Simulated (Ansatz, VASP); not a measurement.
**Two plane-wave programs on CuO**

The input INCAR:

```
SYSTEM = CuO
ALGO = Normal
EDIFF = 1E-6
ENCUT = 520
ISIF = 2
ISMEAR = 0
ISPIN = 2
LASPH = .True.
LCHARG = .False.
LDAU = .True.
LDAUJ = 0 0
LDAUL = 2 -1
LDAUPRINT = 1
LDAUTYPE = 2
LDAUU = 5 0
LMAXMIX = 4
LORBIT = 11
LREAL = .False.
LWAVE = .False.
MAGMOM = 0.51 0.51 0.29 0.29
NBANDS = 29
NELM = 150
PREC = Accurate
SIGMA = 0.05
```

File KPOINTS:

```
k-points
0
Gamma
  7 7 4
  0 0 0
```

File POSCAR:

```
CuO
1.0
    2.3446497600     -1.7133998200      0.0000000000
    2.3446497600      1.7133998200      0.0000000000
   -0.8605499100      0.0000000000      5.0594394800
Cu O
2 2
Direct
    0.0032000000      0.4968000000      0.0000000000
    0.4968000000      0.0032000000      0.5000000000
    0.5714000000      0.4056000000      0.2537000000
    0.4056000000      0.5714000000      0.7537000000
```

Input for Ansatz:

```yaml
crystal:
  lattice:
    - [2.34464976, -1.71339982, 0.0]
    - [2.34464976, 1.71339982, 0.0]
    - [-0.86054991, 0.0, 5.05943948]
  atoms:
    - { symbol: Cu, position: [0.0032, 0.4968, 0.0], spin: 1.0 }
    - { symbol: Cu, position: [0.4968, 0.0032, 0.5], spin: 1.0 }
    - { symbol: O, position: [0.5714, 0.4056, 0.2537] }
    - { symbol: O, position: [0.4056, 0.5714, 0.7537] }
basis:
  ecutwfc: 420
  ecutrho_ratio: 4
kpoints:
  mp_grid: { grid: [7, 7, 4] }
hamiltonian:
  xc: lda
  hubbard:
    sites:
      - { site: 0, l: d, u_eff: 5.0, starting_ns: [{ spin: up, occupation_matrix: s0up }, { spin: down, occupation_matrix: s0down }] }
      - { site: 1, l: d, u_eff: 5.0, starting_ns: [{ spin: up, occupation_matrix: s1up }, { spin: down, occupation_matrix: s1down }] }
    occupation_matrices:
      s0up:
        matrix:
          - [0.97, 0.0, 0.0, 0.0, 0.0]
          - [0.0, 0.97, 0.0, 0.0, 0.0]
          - [0.0, 0.0, 0.97, 0.0, 0.0]
          - [0.0, 0.0, 0.0, 0.97, 0.0]
          - [0.0, 0.0, 0.0, 0.0, 0.97]
      s0down:
        matrix:
          - [0.96966, 0.01402, -0.01037, 0.00437, 0.00153]
          - [0.01402, 0.39675, 0.42422, -0.17854, -0.06271]
          - [-0.01037, 0.42422, 0.65606, 0.13213, 0.04641]
          - [0.00437, -0.17854, 0.13213, 0.91439, -0.01953]
          - [0.00153, -0.06271, 0.04641, -0.01953, 0.96314]
      s1up:
        matrix:
          - [0.97, 0.0, 0.0, 0.0, 0.0]
          - [0.0, 0.97, 0.0, 0.0, 0.0]
          - [0.0, 0.0, 0.97, 0.0, 0.0]
          - [0.0, 0.0, 0.0, 0.97, 0.0]
          - [0.0, 0.0, 0.0, 0.0, 0.97]
      s1down:
        matrix:
          - [0.96966, 0.01402, 0.01037, 0.00437, -0.00153]
          - [0.01402, 0.39675, -0.42422, -0.17854, 0.06271]
          - [0.01037, -0.42422, 0.65606, -0.13213, 0.04641]
          - [0.00437, -0.17854, -0.13213, 0.91439, 0.01953]
          - [-0.00153, 0.06271, 0.04641, 0.01953, 0.96314]
    ns_hold: { iters: 10 }
scf:
  occupations: { method: gaussian, width: 0.05 }
  lower_state_search: "off"
  max_iter: 150
output:
  forces: true
  stress: true
  eigenvalues: true
  populations: true
  hubbard: { sites: [{ site: 0, l: d }, { site: 1, l: d }] }
  write_density: true
  write_potential: true
  elf: true
  volumetric_format: npy
magnetization:
  spin_polarized: true
```

Alike in both runs: task single point; functional LDA; k mesh 7 × 7 × 4; occupations gaussian, width 0.05 eV; collinear spin; Hubbard terms Cu d U = 5.0 eV.

|  | VASP | Ansatz |
| --- | --- | --- |
| version | VASP 6.6.1 | Ansatz 0.2.0 |
| potentials or method | VASP PAW LDA potentials, release 64 (Cu, O), cutoff 520 eV | scalar-relativistic, plane waves, PAW |
| valence electrons in the cell | 34 | 50 |

|  | VASP | Ansatz | Ansatz less VASP |
| --- | --- | --- | --- |
| gap on the k mesh at the Fermi level (eV) | none | none | - |
| pressure (GPa) | -11.3 | -6.6 | +4.67 |
| traceless stress, the component that is largest in VASP (GPa) | 3.07 | 2.43 | -0.632 |
| rms of the force components (eV/Å) | 0.415 | 0.455 | +0.0399 |
| net moment per atom (μB) | 0.49 | 0.38 | -0.117 |
| size of the moment on the site where the two differ most (μB) | 0.64 | 0.46 | -0.176 |

The net moments are unlike, so the other rows may belong to different states. LDA's correlation is that of Perdew and Zunger in VASP and of Perdew and Wang (1992) in Ansatz. Site moments also hang on the region over which each program counts them. The programs project onto different local orbitals, so the same U acts differently, and such runs can settle in different states. Atom by atom the forces differ by 0.042 eV/Å (rms over components). A gap of «none» marks a metal or a gap that the smearing closes. VASP's potentials hold 34 valence electrons a cell and Ansatz's 50, so a difference there can come from the potentials and not from the codes. Ansatz's warnings: filled band counts differ across k points.
